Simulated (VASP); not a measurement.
Input of a VASP 6.6.1 run:

INCAR

```
SYSTEM = Sn4Se
PREC = Accurate
ENCUT = 600
EDIFF = 1E-6
ISMEAR = 0
SIGMA = 0.1
LREAL = .False.
LASPH = .True.
NELM = 80
ALGO = Normal
ISIF = 3
LWAVE = .False.
LCHARG = .False.
GGA = PE
IBRION = 2
NSW = 100
EDIFFG = -0.01
```

Contents of KPOINTS:

```
regular mesh
0
Gamma
  8 8 8
  0 0 0
```

POSCAR

```
Sn4Se
1.0
    0.0000000000      4.3753437673      4.3753437673
    4.3753437673      0.0000000000      4.3753437673
    4.3753437673      4.3753437673      0.0000000000
Sn Se
4 1
Direct
    0.1251227425      0.6246317726      0.1251227425
    0.1251227425      0.1251227425      0.1251227425
    0.6246317726      0.1251227425      0.1251227425
    0.1251227425      0.1251227425      0.6246317726
    0.7500000000      0.7500000000      0.7500000000
```

Potentials or basis: VASP PAW PBE potentials, release 64 (Sn_d, Se).

Command:

```console
$ cat potpaw_PBE.64/Sn_d/POTCAR potpaw_PBE.64/Se/POTCAR > POTCAR
$ mpirun -np 1 vasp_std > vasp.out
```

Q: Predict the relaxed volume.

A: 33.39 Å³/atom.

Q: Estimate the band gap on the k mesh.

A: Zero (bands 31 and 32 overlap by 1.86 eV).

Final structure:
```
CELL_PARAMETERS angstrom
0.00000 4.37020 4.37020
4.37020 0.00000 4.37020
4.37020 4.37020 0.00000
ATOMIC_POSITIONS crystal
Sn 0.12510 0.62470 0.12510
Sn 0.12510 0.12510 0.12510
Sn 0.62470 0.12510 0.12510
Sn 0.12510 0.12510 0.62470
Se 0.75000 0.75000 0.75000
```

Caveat: spin-orbit coupling is left out, which moves the levels of the heavy elements.
